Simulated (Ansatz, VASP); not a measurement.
Two plane-wave programs on Al3Ni5

```
Al Ni
1.0
     3.29333   -3.69194    0.00000
     3.29333    3.69194    0.00000
     0.00000    0.00000    3.72035
Al Ni
3 5
Direct
  0.50000 0.50000 0.93280
  0.77969 0.22031 0.43280
  0.22031 0.77969 0.43280
  0.00000 0.00000 0.00000
  0.00000 0.50000 0.00000
  0.50000 0.00000 0.00000
  0.27624 0.27624 0.50000
  0.72376 0.72376 0.50000
```

Change from the starting cell: all Al atoms moved -0.250 Å, as atom 1 along Cartesian [0 0 1].

Alike in both runs: task single point; functional PBEsol; k mesh 8 × 8 × 10; occupations gaussian, width 0.15 eV; no spin polarisation.

|  | VASP | Ansatz |
| --- | --- | --- |
| version | VASP 6.6.1 | Ansatz 0.2.0 |
| potentials or method | VASP PAW PBE potentials, release 64 (Al, Ni), cutoff 520 eV | scalar-relativistic, plane waves, PAW |
| valence electrons in the cell | 59 | 99 |

|  | VASP | Ansatz | Ansatz less VASP |
| --- | --- | --- | --- |
| gap on the k mesh at the Fermi level (eV) | none | none | - |
| pressure (GPa) | 4.2 | 4.1 | -0.14 |
| traceless stress, the component that is largest in VASP (GPa) | -2.82 | -2.84 | -0.012 |
| rms of the force components (eV/Å) | 1.041 | 1.036 | -0.0055 |

VASP's potentials were made for PBE, not for PBEsol. Atom by atom the forces differ by 0.007 eV/Å (rms over components). A gap of «none» marks a metal or a gap that the smearing closes. VASP's potentials hold 59 valence electrons a cell and Ansatz's 99, so a difference there can come from the potentials and not from the codes.
